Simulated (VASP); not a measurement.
Write the native input for VASP 6.6.1 that does the following.

```
Task                   : single point
Functional             : revPBE
Potentials or basis    : VASP PAW PBE potentials, release 64 (Al, N)
Cutoff                 : 520 eV
k mesh                 : 10 × 10 × 6
Occupations            : gaussian, width 0.05 eV
Spin                   : no spin polarisation
Dipole correction      : no
Further INCAR settings : ALGO = Normal; EDIFF = 1e-07; NBANDS = 16
```

The structure of AlN lies in POSCAR:

```
AlN
1.0
    3.0494515564      0.0000000000      0.0000000000
   -1.5247257782      2.6409025155      0.0000000000
    0.0000000000      0.0000000000      4.8793184075
Al N
2 2
Direct
    0.6669120000      0.3362360000      0.4998430000
    0.3268940000      0.6678470000     -0.0018600000
    0.6696610000      0.3331100000      0.8779580000
    0.3369420000      0.6692960000      0.3828520000
```

The input as run:

INCAR

```
SYSTEM = AlN
  PREC = Accurate
  ENCUT = 520
  EDIFF = 1E-7
  ISMEAR = 0
  SIGMA = 0.05
  LREAL = .FALSE.
  LASPH = .TRUE.
  NELM = 80
  ALGO = Normal
  ISIF = 2
  LWAVE = .FALSE.
  LCHARG = .TRUE.
  GGA = RE
  LELF = .TRUE.
  LVHAR = .TRUE.
  NBANDS = 16
```

KPOINTS

```
regular mesh
0
G
  10 10 6
  0 0 0
```

Potentials or basis: VASP PAW PBE potentials, release 64 (Al, N).

Run with:

```sh
$ cat potpaw_PBE.64/Al/POTCAR potpaw_PBE.64/N/POTCAR > POTCAR
$ mpirun -np 1 vasp_std > vasp.out
```

Results of the run:

| Quantity | Value |
| --- | --- |
| Pressure | 20.8 GPa |
| Largest force | 0.691 eV/Å |
| Band gap on the k mesh | 4.78 eV |

Caveat: the cell stands under pressure; the PAW data sets were made with another functional, which shifts forces and pressure a little.

Run time: 51 s on 1 thread of Intel(R) Xeon(R) 6975P-C (Granite Rapids) (shared host), peak memory 0.27 GiB.
